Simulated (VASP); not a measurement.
# Au (I4/mmm) in VASP: notebook, part 2 of 2

VASP 6.6.1.

### 4 Single point, PBEsol (strain -0.080 along x and y, -0.040 along z)

File INCAR:

```
SYSTEM = Au
PREC = Accurate
ENCUT = 520
EDIFF = 1E-7
ISMEAR = 0
SIGMA = 0.15
LREAL = .False.
LASPH = .True.
NELM = 60
ALGO = Normal
ISIF = 2
LWAVE = .False.
LCHARG = .False.
GGA = PS
NBANDS = 12
```

File KPOINTS:

```
regular mesh
0
Gamma
  20 20 20
  0 0 0
```

File POSCAR:

```
Au
1.0
   -1.5246874800      1.5246874800      1.5909782400
    1.5246874800     -1.5246874800      1.5909782400
    1.5246874800      1.5246874800     -1.5909782400
Au
1
Direct
    0.0000000000      0.0000000000      0.0000000000
```

Potentials or basis: VASP PAW PBE potentials, release 64 (Au).

The run is started by

```
cat potpaw_PBE.64/Au/POTCAR > POTCAR
mpirun -np 1 vasp_std > vasp.out
```

OUTCAR:

```text
SYSTEM = Au
   PREC = Accurate
   ENCUT = 520
   EDIFF = 1E-7
   ISMEAR = 0
   LREAL = .False.
   LASPH = .True.
   NELM = 60
   ISIF = 2
   GGA = PS

 ion  position               nearest neighbor table
   1  0.000  0.000  0.000-

  LATTYP: Found a body centered tetragonal cell.
 ALAT       =     3.0493749600
 C/A-ratio  =     1.0434782609

  Lattice vectors:

 A1 = (  -1.5246874800,   1.5246874800,   1.5909782400)
 A2 = (   1.5246874800,  -1.5246874800,   1.5909782400)
 A3 = (   1.5246874800,   1.5246874800,  -1.5909782400)

Analysis of symmetry for initial positions (statically):
=====================================================================
 Subroutine PRICEL returns:
 Original cell was already a primitive cell.

 Routine SETGRP: Setting up the symmetry group for a
 body centered tetragonal supercell.

 Subroutine GETGRP returns: Found 16 space group operations
 (whereof 16 operations were pure point group operations)
 out of a pool of 16 trial point group operations.

The static configuration has the point symmetry D_4h.

Analysis of symmetry for dynamics (positions and initial velocities):
=====================================================================
 Subroutine PRICEL returns:
 Original cell was already a primitive cell.

 Routine SETGRP: Setting up the symmetry group for a
 body centered tetragonal supercell.

 Subroutine GETGRP returns: Found 16 space group operations
 (whereof 16 operations were pure point group operations)
 out of a pool of 16 trial point group operations.

The dynamic configuration has the point symmetry D_4h.

 Subroutine INISYM returns: Found 16 space group operations
 (whereof 16 operations are pure point group operations),
 and found     1 'primitive' translations

----------------------------------------------------------------------------------------

                                     Primitive cell

  volume of cell :      14.7940

  direct lattice vectors                    reciprocal lattice vectors
[... 114 lines left out ...]
   LEPSILON=     F    determine dielectric tensor
   LRPA    =     F    only Hartree local field effects (RPA)
 non-spin polarized calculation
 Gauss-broadening in eV      SIGMA  =   0.15
  energy-cutoff  :      520.00
  volume of cell :       14.79
 maximum number of plane-waves:       410
   NGX =  9   NGY =  9   NGZ =  9

 number of electron      11.0000000 magnetization

 Free energy of the ion-electron system (eV)
  ---------------------------------------------------
  ext. energy  EPLUGINS =         0.00000000
  ---------------------------------------------------
  free energy    TOTEN  =        -3.68619996 eV

  energy without entropy =       -3.68383584  energy(sigma->0) =       -3.68501790

 E-fermi :  11.8639     XC(G=0): -13.7382

 val. band max:       11.8470525429   @ k =   0.4000   0.1000   0.0000
 cond. band min:      11.8751081233   @ k =   0.5000   0.1000   0.0000
 fundamental gap:      0.0280555805
 Fermi energy:        11.8639275634

 k-point     1 :       0.0000    0.0000    0.0000
  band No.  band energies     occupation
      1       0.3213      2.00000
      2       6.0013      2.00000
      3       6.0013      2.00000
      4       6.3459      2.00000
      5       8.3168      2.00000
      6       8.7304      2.00000
      7      27.7268      0.00000
      8      28.5346      0.00000
      9      28.5346      0.00000
     10      37.5989      0.00000
     11      38.1658      0.00000
     12      38.7220      0.00000
[... 331 lines left out ...]
 k-point    24 :      -0.3500    0.0500    0.0000
  band No.  band energies     occupation
      1       3.1094      2.00000
      2       5.1804      2.00000
      3       6.8355      2.00000
      4       8.0685      2.00000
      5       8.8086      2.00000
      6       9.2021      2.00000
      7      21.6031      0.00000
      8      25.8268      0.00000
      9      29.7291      0.00000
     10      33.3565      0.00000
     11      35.3440      0.00000
     12      35.9207      0.00000

 [... further k-points ...]

------------------------ aborting loop because EDIFF is reached ----------------------------------------

  FORCE on cell =-STRESS in cart. coord.  units (eV):
  Direction    XX          YY          ZZ          XY          YZ          ZX
  --------------------------------------------------------------------------------------
  -------------------------------------------------------------------------------------
  Total        3.3641811      3.3641811      3.3801918      0.0000000     -0.0000000      0.0000000
  in kB      364.3376483    364.3376483    366.0715895      0.0000000     -0.0000000      0.0000000
  external PRESSURE =     364.9156287 kB  Pullay stress =       0.0000000 kB

 VOLUME and BASIS-vectors are now :
 -----------------------------------------------------------------------------
  energy-cutoff  :      520.00
  volume of cell :       14.79
      direct lattice vectors                 reciprocal lattice vectors
    -1.524687480  1.524687480  1.590978240     0.000000000  0.327936057  0.314272054
     1.524687480 -1.524687480  1.590978240     0.327936057  0.000000000  0.314272054
     1.524687480  1.524687480 -1.590978240     0.327936057  0.327936057  0.000000000

 POSITION                                       TOTAL-FORCE (eV/Angst)
 -----------------------------------------------------------------------------------
      0.00000      0.00000      0.00000        -0.000000      0.000000      0.000000
 -----------------------------------------------------------------------------------
    total drift:                                0.000000     -0.000000      0.000000

  FREE ENERGIE OF THE ION-ELECTRON SYSTEM (eV)
  ---------------------------------------------------
  free  energy   TOTEN  =        -3.6861999623 eV

  energy  without entropy=       -3.6838358444  energy(sigma->0) =       -3.68501790
```

OSZICAR:

```text
N       E                     dE             d eps       ncg     rms          rms(c)
DAV:   1     0.500774170713E+02    0.50077E+02   -0.56773E+03 15824   0.831E+02
DAV:   2    -0.331199240824E+01   -0.53389E+02   -0.50773E+02 18420   0.194E+02
DAV:   3    -0.402520148855E+01   -0.71321E+00   -0.71250E+00 18376   0.214E+01
DAV:   4    -0.402734543538E+01   -0.21439E-02   -0.21439E-02 17888   0.135E+00
DAV:   5    -0.402735845859E+01   -0.13023E-04   -0.13022E-04 18428   0.982E-02    0.144E+01
DAV:   6    -0.372686246970E+01    0.30050E+00   -0.66767E-01 17256   0.679E+00    0.853E+00
DAV:   7    -0.369020005432E+01    0.36662E-01   -0.11805E-01 18076   0.282E+00    0.312E+00
DAV:   8    -0.368620768595E+01    0.39924E-02   -0.51169E-03 16808   0.677E-01    0.335E-01
DAV:   9    -0.368619694684E+01    0.10739E-04   -0.18668E-05 17820   0.412E-02    0.111E-02
DAV:  10    -0.368619987030E+01   -0.29235E-05   -0.12109E-06 17916   0.754E-03    0.409E-03
DAV:  11    -0.368619997230E+01   -0.10199E-06   -0.38514E-08 12624   0.167E-03    0.535E-04
DAV:  12    -0.368619996235E+01    0.99482E-08   -0.37688E-09  8808   0.515E-04
   1 F= -.36862000E+01 E0= -.36850179E+01  d E =-.236412E-02
```

stdout:

```text
POSCAR found type information on POSCAR Au
 POSCAR found :  1 types and       1 ions
 scaLAPACK will be used
 -----------------------------------------------------------------------------
|                                                                             |
|                                                                             |
|     You enforced a specific xc type in the INCAR file but a different       |
|     I HOPE YOU KNOW WHAT YOU ARE DOING!                                     |
|                                                                             |
 -----------------------------------------------------------------------------

 LDA part: xc-table for (Slater+PW92), standard interpolation
 POSCAR, INCAR and KPOINTS ok, starting setup
 FFT: planning ... GRIDC
 FFT: planning ... GRID_SOFT
 FFT: planning ... GRID
 WAVECAR not read
 entering main loop
```

Run time: 55 s. Hardware: 1 thread of Intel Xeon Platinum 8488C (Sapphire Rapids), shared host; peak memory 0.22 GiB.

What came out:

| Item | Value |
| --- | --- |
| Free energy | -3.6862 eV |
| Pressure | 36.5 GPa |

Caveat: the cell differs from its parent crystal (strain -0.080 along x and y, -0.040 along z); the PAW data sets were made with another functional, which shifts forces and pressure a little; spin-orbit coupling is left out, which moves the levels of the heavy elements.

### 5 Single point, PBEsol (strain -0.040 along x and y, -0.080 along z)

File INCAR:

```
ALGO = Normal
EDIFF = 1E-7
ENCUT = 520
GGA = PS
ISIF = 2
ISMEAR = 0
LASPH = True
LCHARG = False
LREAL = False
LWAVE = False
NBANDS = 12
NELM = 100
PREC = Accurate
SIGMA = 0.15
```

File KPOINTS:

```
k-points
0
Gamma
  20 20 20
```

File POSCAR:

```
Au
1.0
   -1.5909782400      1.5909782400      1.5246874800
    1.5909782400     -1.5909782400      1.5246874800
    1.5909782400      1.5909782400     -1.5246874800
Au
1
Direct
    0.0000000000      0.0000000000      0.0000000000
```

The run is started by

```
cat potpaw_PBE.64/Au/POTCAR > POTCAR
mpirun -np 1 vasp_std > vasp.out
```

Run time: 59 s. Hardware: 1 thread of Intel Xeon Platinum 8259CL at 2.50GHz (Skylake/Cascade Lake), shared host; peak memory 0.22 GiB.

Results (log left out):

```
Free energy : -3.8042 eV
Pressure    : 22.5 GPa
```

Stress tensor (GPa, compression positive):
```
22.63  0.00  0.00
 0.00 22.63  0.00
 0.00  0.00 22.32
```

Levels at points of the mesh, in eV from the Fermi level:
| k point | band 2 | band 3 | band 4 | band 5 | band 6 | band 7 | band 8 | band 9 | band 10 | band 11 |
| --- | --- | --- | --- | --- | --- | --- | --- | --- | --- | --- |
| (0.00, 0.00, 0.00) | -5.70 | -5.36 | -5.36 | -3.43 | -3.01 | 16.16 | 16.16 | 17.01 | 25.59 | 25.59 |
| (0.50, 0.00, 0.00) | -6.90 | -3.31 | -2.77 | -1.32 | -1.07 | 4.31 | 12.15 | 14.24 | 22.89 | 23.41 |
| (0.50, 0.50, 0.00) | -6.54 | -3.65 | -3.05 | -1.38 | -1.36 | 3.91 | 12.70 | 15.30 | 22.68 | 23.99 |
| (0.50, 0.50, 0.50) | -7.84 | -1.83 | -1.83 | -1.72 | 5.89 | 5.89 | 7.22 | 10.86 | 16.67 | 17.73 |

Caveat: the cell differs from its parent crystal (strain -0.040 along x and y, -0.080 along z); the PAW data sets were made with another functional, which shifts forces and pressure a little; spin-orbit coupling is left out, which moves the levels of the heavy elements.

### 6 Summary

```tsv
cell	gap on the mesh (eV)	pressure (GPa)
a = 3.024 Å, angles 110.5, 110.5, 107.4°, 1 atom	none	-19.7
a = 3.062 Å, angles 108.5, 108.5, 111.5°, 1 atom	none	-20.6
a = 2.680 Å, angles 110.6, 110.6, 107.2°, 1 atom	none	36.5
a = 2.718 Å, angles 108.3, 108.3, 111.8°, 1 atom	none	22.5
```

Alike in all rows: task single point; level PBEsol; potentials or basis VASP PAW PBE potentials, release 64 (Au); no spin polarisation; k mesh 20 × 20 × 20; cutoff (eV) 520; smearing gaussian 0.15 eV.

Caveats: the PAW data sets were made with another functional, which shifts forces and pressure a little; spin-orbit coupling is left out, which moves the levels of the heavy elements.

Total energies depend on the potentials used, so only differences within one code and one set of settings carry meaning.
